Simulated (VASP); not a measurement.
# KBr (I4/mmm) in VASP: a series of runs

The runs below take KBr through single point, with r2SCAN.

Everything below comes from runs of VASP 6.6.1. Logs are shortened: lines on timing, memory, paths and dates and some standing lists are left out, and cuts for length are marked.

**1. The cell of the first run**

Symmetry: I4/mmm, No. 139, tetragonal system. Conventional cell: a = 4.517 Å, b = 4.517 Å, c = 6.783 Å, α = 90.00°, β = 90.00°, γ = 90.00°. Within 4.2 Å of K (site symmetry 4/mmm) lie 6 Br at 3.19 to 3.39 Å. Br (site symmetry 4/mmm) has 6 K at 3.19 to 3.39 Å within 4.2 Å.

**2. Single point, r2SCAN (strain -0.030 along x and y, +0.030 along z)**

POSCAR

```
KBr
1.0
    0.0000000000      3.1937250000      3.3912750000
    3.1937250000      0.0000000000      3.3912750000
    3.1937250000      3.1937250000      0.0000000000
K Br
1 1
Direct
    0.0000000000      0.0000000000      0.0000000000
    0.5000000000      0.5000000000      0.5000000000
```

INCAR.step1

```
SYSTEM = KBr
PREC = Accurate ; ENCUT = 520
ISMEAR = 0 ; SIGMA = 0.05
LREAL = .FALSE. ; LASPH = .TRUE.
NELM = 60 ; NBANDS = 15
GGA = PE ; ALGO = Normal
EDIFF = 1E-4 ; LWAVE = .TRUE.
LCHARG = .FALSE.
```

INCAR.step2

```
SYSTEM = KBr
PREC = Accurate ; ENCUT = 520
EDIFF = 1E-6 ; ISMEAR = 0
SIGMA = 0.05 ; LREAL = .FALSE.
LASPH = .TRUE. ; NELM = 60
ALGO = Normal ; ISIF = 2
LWAVE = .FALSE. ; LCHARG = .FALSE.
METAGGA = R2SCAN ; LMIXTAU = .TRUE.
NBANDS = 15 ; ISTART = 1
```

KPOINTS

```
Automatic mesh
0
G
  6 6 6
  0 0 0
```

Potentials or basis: VASP PAW PBE potentials, release 64 (K_sv, Br).

On the command line:

```
$ cat potpaw_PBE.64/K_sv/POTCAR potpaw_PBE.64/Br/POTCAR > POTCAR
$ cp INCAR.step1 INCAR
$ mpirun -np 1 vasp_std > vasp.out
$ cp INCAR.step2 INCAR
$ mpirun -np 1 vasp_std > vasp.out
```

OUTCAR:

```text
SYSTEM = KBr
   PREC = Accurate
   ENCUT = 520
   EDIFF = 1E-6
   ISMEAR = 0
   LREAL = .FALSE.
   LASPH = .TRUE.
   NELM = 60
   ISIF = 2
   METAGGA = R2SCAN
   ISTART = 1

 ion  position               nearest neighbor table
   1  0.000  0.000  0.000-   2 3.19   2 3.19   2 3.19   2 3.19
   2  0.500  0.500  0.500-   1 3.19   1 3.19   1 3.19   1 3.19

  LATTYP: Found a body centered tetragonal cell.
 ALAT       =     4.5166092095
 C/A-ratio  =     1.5016906899

  Lattice vectors:

 A1 = (  -3.1937250000,   0.0000000000,   3.3912750000)
 A2 = (   3.1937250000,   0.0000000000,   3.3912750000)
 A3 = (   0.0000000000,   3.1937250000,  -3.3912750000)

Analysis of symmetry for initial positions (statically):
=====================================================================
 Subroutine PRICEL returns:
 Original cell was already a primitive cell.

 Routine SETGRP: Setting up the symmetry group for a
 body centered tetragonal supercell.

 Subroutine GETGRP returns: Found 16 space group operations
 (whereof 16 operations were pure point group operations)
 out of a pool of 16 trial point group operations.

The static configuration has the point symmetry D_4h.

Analysis of symmetry for dynamics (positions and initial velocities):
=====================================================================
 Subroutine PRICEL returns:
 Original cell was already a primitive cell.

 Routine SETGRP: Setting up the symmetry group for a
 body centered tetragonal supercell.

 Subroutine GETGRP returns: Found 16 space group operations
 (whereof 16 operations were pure point group operations)
 out of a pool of 16 trial point group operations.

The dynamic configuration has the point symmetry D_4h.

 Subroutine INISYM returns: Found 16 space group operations
 (whereof 16 operations are pure point group operations),
 and found     1 'primitive' translations

----------------------------------------------------------------------------------------

                                     Primitive cell

  volume of cell :      69.1812

  direct lattice vectors                    reciprocal lattice vectors
     0.000000000  3.193725000  3.391275000    -0.156556998  0.156556998  0.147437173
     3.193725000  0.000000000  3.391275000     0.156556998 -0.156556998  0.147437173
     3.193725000  3.193725000  0.000000000     0.156556998  0.156556998 -0.147437173

  length of vectors
     4.658393017  4.658393017  4.516609209     0.266003586  0.266003586  0.266003586

  position of ions in fractional coordinates (direct lattice)
     0.000000000  0.000000000  0.000000000
     0.500000000  0.500000000  0.500000000

  ion indices of the primitive-cell ions
   primitive index   ion index
                 1           1
                 2           2

----------------------------------------------------------------------------------------

 KPOINTS: Automatic mesh

Automatic generation of k-mesh.
 Grid dimensions read from file:
 generate k-points for:    6    6    6

 Generating k-lattice:

  Cartesian coordinates                     Fractional coordinates (reciprocal lattice)
    -0.026092833  0.026092833  0.024572862     0.166666667 -0.000000000  0.000000000
     0.026092833 -0.026092833  0.024572862    -0.000000000  0.166666667  0.000000000
     0.026092833  0.026092833 -0.024572862     0.000000000  0.000000000  0.166666667

  Length of vectors
     0.044333931  0.044333931  0.044333931

  Shift w.r.t. Gamma in fractional coordinates (k-lattice)
     0.000000000  0.000000000  0.000000000

 Subroutine IBZKPT returns following result:
 ===========================================

 Found     30 irreducible k-points:

 Following reciprocal coordinates:
            Coordinates               Weight
  0.000000  0.000000  0.000000      1.000000
  0.166667  0.000000  0.000000      8.000000
  0.333333  0.000000  0.000000      8.000000
  0.500000  0.000000  0.000000      4.000000
  0.166667  0.166667  0.000000      2.000000
  0.333333  0.166667  0.000000      8.000000
[... 16 lines left out ...]
  0.333333  0.000000  0.333333      4.000000
  0.500000  0.000000  0.333333     16.000000
 [... further k-points ...]
   k-points           NKPTS =     30   k-points in BZ     NKDIM =     30   number of bands    NBANDS=     15
   number of dos      NEDOS =    301   number of ions     NIONS =      2
   total plane-waves  NPLWV =  46656
   dimension x,y,z NGX =    36 NGY =   36 NGZ =   36
   dimension x,y,z NGXF=    72 NGYF=   72 NGZF=   72
   ions per type =               1   1
   NGX,Y,Z   is equivalent  to a cutoff of  12.85, 12.85, 13.25 a.u.
   NGXF,Y,Z  is equivalent  to a cutoff of  25.69, 25.69, 26.50 a.u.
 SYSTEM =  KBr
   PREC   = accura    normal or accurate (medium, high low for compatibility)
   ISTART =      1    job   : 0-new  1-cont  2-samecut
   ICHARG =      0    charge: 1-file 2-atom 10-const
   ISPIN  =      1    spin polarized calculation?
   LNONCOLLINEAR =      F non collinear calculations
   LSORBIT =      F    spin-orbit coupling
   LASPH  =      T    aspherical Exc in radial PAW
   ENCUT  =  520.0 eV  38.22 Ry    6.18 a.u.   8.66  8.66  8.40*2*pi/ulx,y,z
   NELM   =     60;   NELMIN=  2; NELMDL=  0     # of ELM steps
   EDIFF  = 0.1E-05   stopping-criterion for ELM
   LREAL  =      F    real-space projection
   EDIFFG = 0.1E-04   stopping-criterion for IOM
   NSW    =      0    number of steps for IOM
   IBRION =     -1    ionic relax: 0-MD 1-quasi-New 2-CG
   NFREE  =      0    steps in history (QN), initial steepest desc. (CG)
   ISIF   =      2    stress and relaxation
   ISYM   =      2    0-nonsym 1-usesym 2-fastsym
   POTIM  = 0.5000    time-step for ionic-motion
   TEBEG  =    0.0;   TEEND  =   0.0 temperature during run
   PSTRESS=    0.0 pullay stress
   NELECT =      16.0000    total number of electrons
   NUPDOWN=      -1.0000    fix difference up-down
   EMIN   =  10.00;   EMAX   =-10.00  energy-range for DOS
   EFERMI =   0.00;   METHOD = LEGACY
   ISMEAR =     0;   SIGMA  =   0.05  broadening in eV -4-tet -1-fermi 0-gaus
   EFERMI_NEDOS =   21; number of points for ismear=-14 and -15
   IALGO  =     38    algorithm
   IMIX   =      4    mixing-type and parameters
     AMIX     =   0.40;   BMIX     =  1.00
     AMIX_MAG =   1.60;   BMIX_MAG =  1.00
  volume/ion in A,a.u.               =      34.59       233.43
  Fermi-wavevector in a.u.,A,eV,Ry     =   1.004891  1.898968 13.739235  1.009805
  Thomas-Fermi vector in A             =   2.137535
   LORBIT       =      0    0 simple, 1 ext, 2 COOP (PROOUT), +10 PAW based schemes
   METAGGA = R2SCAN    functional components
   LHFCALC =     F    Hartree Fock is set to
   AEXX    =    0.0000 exact exchange contribution
   IVDW    =     0    specifies the selected vdW correction
   LEPSILON=     F    determine dielectric tensor
   LRPA    =     F    only Hartree local field effects (RPA)
 non-spin polarized calculation
 Gauss-broadening in eV      SIGMA  =   0.05
  energy-cutoff  :      520.00
  volume of cell :       69.18
 maximum number of plane-waves:      1889
 NGX is ok and might be reduce to    36
   NGX = 17   NGY = 17   NGZ = 17

 number of electron      16.0000001 magnetization

 Free energy of the ion-electron system (eV)
  ---------------------------------------------------
  ext. energy  EPLUGINS =         0.00000000
  ---------------------------------------------------
  free energy    TOTEN  =       -23.22078847 eV

  energy without entropy =      -23.22078847  energy(sigma->0) =      -23.22078847

 E-fermi :  -1.6715     XC(G=0):  -7.9102

 val. band max:       -1.9772968263   @ k =   0.0000   0.0000   0.0000
 cond. band min:       3.1843726342   @ k =   0.0000   0.0000   0.0000
 fundamental gap:      5.1616694605
 Fermi energy:        -1.6714611330

 k-point     1 :       0.0000    0.0000    0.0000
  band No.  band energies     occupation
      1     -30.7882      2.00000
      2     -14.7755      2.00000
      3     -13.5037      2.00000
      4     -13.4986      2.00000
      5     -13.4986      2.00000
      6      -2.0214      2.00000
      7      -1.9773      2.00000
      8      -1.9773      2.00000
      9       3.1844      0.00000
     10       5.9986      0.00000
     11       6.3814      0.00000
     12       6.3814      0.00000
     13       7.1336      0.00000
     14       7.3936      0.00000
     15      10.1890      0.00000

 k-point     2 :       0.1667    0.0000    0.0000
  band No.  band energies     occupation
      1     -30.7864      2.00000
      2     -14.8311      2.00000
      3     -13.5062      2.00000
      4     -13.4978      2.00000
      5     -13.4202      2.00000
      6      -2.3712      2.00000
      7      -2.1041      2.00000
      8      -2.0763      2.00000
      9       3.8525      0.00000
     10       6.0560      0.00000
     11       6.5140      0.00000
     12       6.7204      0.00000
     13       7.5238      0.00000
     14       7.8043      0.00000
     15      11.2103      0.00000

 k-point     3 :       0.3333    0.0000    0.0000
  band No.  band energies     occupation
      1     -30.7830      2.00000
      2     -14.9276      2.00000
      3     -13.5129      2.00000
      4     -13.4963      2.00000
      5     -13.2759      2.00000
      6      -2.9826      2.00000
      7      -2.2841      2.00000
      8      -2.2625      2.00000
      9       4.9017      0.00000
     10       6.4166      0.00000
     11       7.4529      0.00000
     12       7.6432      0.00000
     13       8.5012      0.00000
     14       8.8344      0.00000
     15      10.4649      0.00000
[... 343 lines left out ...]
 k-point    23 :       0.3333    0.0000    0.3333
  band No.  band energies     occupation
      1     -30.7809      2.00000
      2     -14.7915      2.00000
      3     -13.5400      2.00000
      4     -13.5299      2.00000
      5     -13.4314      2.00000
      6      -2.8675      2.00000
      7      -2.2649      2.00000
      8      -2.2553      2.00000
      9       4.6480      0.00000
     10       5.3922      0.00000
     11       8.0081      0.00000
     12       8.7214      0.00000
     13       8.7947      0.00000
     14       8.9448      0.00000
     15      10.1453      0.00000

 k-point    24 :       0.5000    0.0000    0.3333
  band No.  band energies     occupation
      1     -30.7793      2.00000
      2     -14.7514      2.00000
      3     -13.5655      2.00000
      4     -13.5358      2.00000
      5     -13.4623      2.00000
      6      -2.8333      2.00000
      7      -2.4565      2.00000
      8      -2.3317      2.00000
      9       4.7560      0.00000
     10       6.3516      0.00000
     11       7.8300      0.00000
     12       8.5334      0.00000
     13       8.8505      0.00000
     14       9.3559      0.00000
     15      10.0404      0.00000

 [... further k-points ...]

------------------------ aborting loop because EDIFF is reached ----------------------------------------

  FORCE on cell =-STRESS in cart. coord.  units (eV):
  Direction    XX          YY          ZZ          XY          YZ          ZX
  --------------------------------------------------------------------------------------
  -------------------------------------------------------------------------------------
  Total        0.7430999      0.7430999     -0.2610215      0.0000000      0.0000000     -0.0000000
  in kB       17.2095592     17.2095592     -6.0450344      0.0000000      0.0000000     -0.0000000
  external PRESSURE =       9.4580280 kB  Pullay stress =       0.0000000 kB

 VOLUME and BASIS-vectors are now :
 -----------------------------------------------------------------------------
  energy-cutoff  :      520.00
  volume of cell :       69.18
      direct lattice vectors                 reciprocal lattice vectors
     0.000000000  3.193725000  3.391275000    -0.156556998  0.156556998  0.147437173
     3.193725000  0.000000000  3.391275000     0.156556998 -0.156556998  0.147437173
     3.193725000  3.193725000  0.000000000     0.156556998  0.156556998 -0.147437173

 POSITION                                       TOTAL-FORCE (eV/Angst)
 -----------------------------------------------------------------------------------
      0.00000      0.00000      0.00000        -0.000000      0.000000      0.000000
      3.19373      3.19373      3.39127         0.000000     -0.000000     -0.000000
 -----------------------------------------------------------------------------------
    total drift:                                0.000000      0.000000      0.000000

  FREE ENERGIE OF THE ION-ELECTRON SYSTEM (eV)
  ---------------------------------------------------
  free  energy   TOTEN  =       -23.2207884735 eV

  energy  without entropy=      -23.2207884735  energy(sigma->0) =      -23.22078847
```

It took 92 s on 1 thread of AMD EPYC 9R45 (Zen 5), shared host; peak memory 0.19 GiB.

Results:

```
Free energy            : -23.2208 eV
Pressure               : 0.9 GPa
Band gap on the k mesh : 5.16 eV
```

Stress tensor (GPa, compression positive):
```
 1.72  0.00  0.00
 0.00  1.72  0.00
 0.00  0.00 -0.60
```

Caveat: the cell differs from its parent crystal (strain -0.030 along x and y, +0.030 along z); the PAW data sets were made with another functional, which shifts forces and pressure a little.

**3. Single point, r2SCAN (strain +0.000 along x and y, -0.030 along z)**

POSCAR

```
KBr
1.0
    0.0000000000      3.2925000000      3.1937250000
    3.2925000000      0.0000000000      3.1937250000
    3.2925000000      3.2925000000      0.0000000000
K Br
1 1
Direct
    0.0000000000      0.0000000000      0.0000000000
    0.5000000000      0.5000000000      0.5000000000
```

INCAR.step1

```
SYSTEM = KBr
PREC = Accurate
ENCUT = 520
ISMEAR = 0
SIGMA = 0.05
LREAL = .FALSE.
LASPH = .TRUE.
NELM = 80
NBANDS = 15
GGA = PE
ALGO = Normal
EDIFF = 1E-4
LWAVE = .TRUE.
LCHARG = .FALSE.
```

INCAR.step2

```
SYSTEM = KBr
PREC = Accurate
ENCUT = 520
EDIFF = 1E-6
ISMEAR = 0
SIGMA = 0.05
LREAL = .FALSE.
LASPH = .TRUE.
NELM = 80
ALGO = Normal
ISIF = 2
LWAVE = .FALSE.
LCHARG = .TRUE.
METAGGA = R2SCAN
LMIXTAU = .TRUE.
LELF = .TRUE.
LVHAR = .TRUE.
NBANDS = 15
ISTART = 1
```

KPOINTS

```
regular mesh
0
G
  6 6 6
  0 0 0
```

Potentials or basis: VASP PAW PBE potentials, release 64 (K_sv, Br).

On the command line:

```
$ cat potpaw_PBE.64/K_sv/POTCAR potpaw_PBE.64/Br/POTCAR > POTCAR
$ cp INCAR.step1 INCAR
$ mpirun -np 1 vasp_std > vasp.out
$ cp INCAR.step2 INCAR
$ mpirun -np 1 vasp_std > vasp.out
```

Wall time 99 s (1 thread of AMD EPYC 9R45 (Zen 5), shared host); peak memory 0.2 GiB.

It converged, with:

* Free energy: -23.2359 eV
* Pressure: 0.8 GPa
* Band gap on the k mesh: 5.17 eV

Stress tensor (GPa, compression positive):
```
0.32 0.00 0.00
0.00 0.32 0.00
0.00 0.00 1.70
```

Levels at points of the mesh, in eV from the valence-band top:
| k point | band 5 | band 6 | band 7 | band 8 | band 9 | band 10 | band 11 | band 12 |
| --- | --- | --- | --- | --- | --- | --- | --- | --- |
| (0.00, 0.00, 0.00) | -11.53 | -0.02 | -0.02 | 0.00 | 5.17 | 8.16 | 8.16 | 8.35 |
| (0.50, 0.00, 0.00) | -11.25 | -1.26 | -0.38 | -0.37 | 7.20 | 8.99 | 10.62 | 10.62 |
| (0.50, 0.50, 0.00) | -11.57 | -0.84 | -0.35 | -0.35 | 6.26 | 8.18 | 10.30 | 10.44 |
| (0.50, 0.00, 0.50) | -11.56 | -0.90 | -0.30 | -0.30 | 6.32 | 8.15 | 10.23 | 10.28 |

Caveat: the cell differs from its parent crystal (strain +0.000 along x and y, -0.030 along z); the PAW data sets were made with another functional, which shifts forces and pressure a little.
